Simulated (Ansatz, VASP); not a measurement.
Ir: VASP beside Ansatz

The input INCAR:

```
PREC = Accurate ; ENCUT = 520
EDIFF = 1E-6 ; ISMEAR = -1
SIGMA = 0.1 ; LREAL = False
LASPH = True ; NELM = 100
ALGO = Normal ; ISIF = 2
LWAVE = False ; LCHARG = False
GGA = PE ; NBANDS = 10
```

KPOINTS

```
Automatic mesh
0
Gamma
  14 14 14
```

Contents of POSCAR:

```
Ir
1.0
    0.0000000000      1.9360622002      1.9360622002
    1.9360622002      0.0000000000      1.9360622002
    1.9360622002      1.9360622002      0.0000000000
Ir
1
Direct
    0.0000000000      0.0000000000      0.0000000000
```

Input for Ansatz:

```yaml
crystal:
  lattice:
    - [0.0, 1.9360622002, 1.9360622002]
    - [1.9360622002, 0.0, 1.9360622002]
    - [1.9360622002, 1.9360622002, 0.0]
  atoms:
    - { symbol: Ir, position: [0.0, 0.0, 0.0] }
hamiltonian:
  xc: pbe
  pseudopotentials:
    kind: paw
    azcp:
      Ir: "pseudopotentials/Ir.paw.azcp"
basis:
  ecutwfc: 500
  fft_grid_basis: typed
kpoints:
  mp_grid: { grid: [14, 14, 14], shift: [0, 0, 0] }
magnetization:
  spin_polarized: false
scf:
  occupations: { method: fermi_dirac, width: 0.1 }
  lower_state_search: "off"
output:
  stress: true
```

Alike in both runs: task single point; functional PBE; k mesh 14 × 14 × 14; occupations fermi-dirac, width 0.1 eV; no spin polarisation.

```csv
,VASP,Ansatz
version,VASP 6.6.1,Ansatz 0.2.0
potentials or method,"VASP PAW PBE potentials, release 64 (Ir), cutoff 520 eV","plane waves (500 eV) with PAW, scalar-relativistic"
valence electrons in the cell,9,17
```

Ansatz gave:

| Quantity | Value |
| --- | --- |
| pressure (GPa) | 0.0 |

Task: Which values does VASP return?

Result: Pressure (GPa): 0.5.

With one functional, cell and mesh, what is left measures potentials, basis and numerics. VASP's potentials hold 9 valence electrons a cell and Ansatz's 17, so a difference there can come from the potentials and not from the codes.

Neither program's run includes spin-orbit coupling.
